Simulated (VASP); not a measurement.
Set up this calculation in VASP 6.6.1, as the native input.

| Property | Result |
| --- | --- |
| Task | single point |
| Functional | PBE |
| Potentials or basis | VASP PAW PBE potentials, release 64 (In_d, Ge_d, S) |
| Cutoff | 520 eV |
| k mesh | 10 × 10 × 10 |
| Occupations | gaussian, width 0.1 eV |
| Spin | no spin polarisation |
| Dipole correction | no |
| Further INCAR settings | ALGO = Normal; EDIFF = 1e-06; NBANDS = 42 |

The structure of InGe3S2 lies in POSCAR:

```
InGe3S2
1.0
   -2.7713333135      2.7713333135      4.8153450564
    2.7713333135     -2.7713333135      4.8153450564
    2.7713333135      2.7713333135     -4.8153450564
In Ge S
1 3 2
Direct
    0.5000000000      0.5000000000      0.0000000000
    0.5000000000      0.0000000000      0.5000000000
    0.0000000000      0.5000000000      0.5000000000
    0.0000000000      0.0000000000      0.0000000000
    0.7500000000      0.2500000000      0.5000000000
    0.2500000000      0.7500000000      0.5000000000
```

The cell was built from a structure type or drawn by symmetry, and may not be a known phase.

One way to write it, as run:

INCAR

```
SYSTEM = InGe3S2
ALGO = Normal ; EDIFF = 1E-6
ENCUT = 520 ; GGA = PE
ISIF = 2 ; ISMEAR = 0
LASPH = .TRUE. ; LCHARG = .FALSE.
LREAL = .FALSE. ; LWAVE = .FALSE.
NBANDS = 42 ; NELM = 100
PREC = Accurate ; SIGMA = 0.1
```

KPOINTS

```
k-points
0
G
  10 10 10
  0 0 0
```

Potentials or basis: VASP PAW PBE potentials, release 64 (In_d, Ge_d, S).

Launch:

```console
$ cat potpaw_PBE.64/In_d/POTCAR potpaw_PBE.64/Ge_d/POTCAR potpaw_PBE.64/S/POTCAR > POTCAR
$ mpirun -np 1 vasp_std > vasp.out
```

It gave:

```
Pressure               : 0.0 GPa
Band gap on the k mesh : zero (an odd number of electrons rules out a gap without spin polarisation)
```

Caveat: spin-orbit coupling is left out, which moves the levels of the heavy elements.

It took 6 min on 1 thread of AMD EPYC 9R45 96-Core Processor (Zen 5) (shared host), peak memory 0.68 GiB.
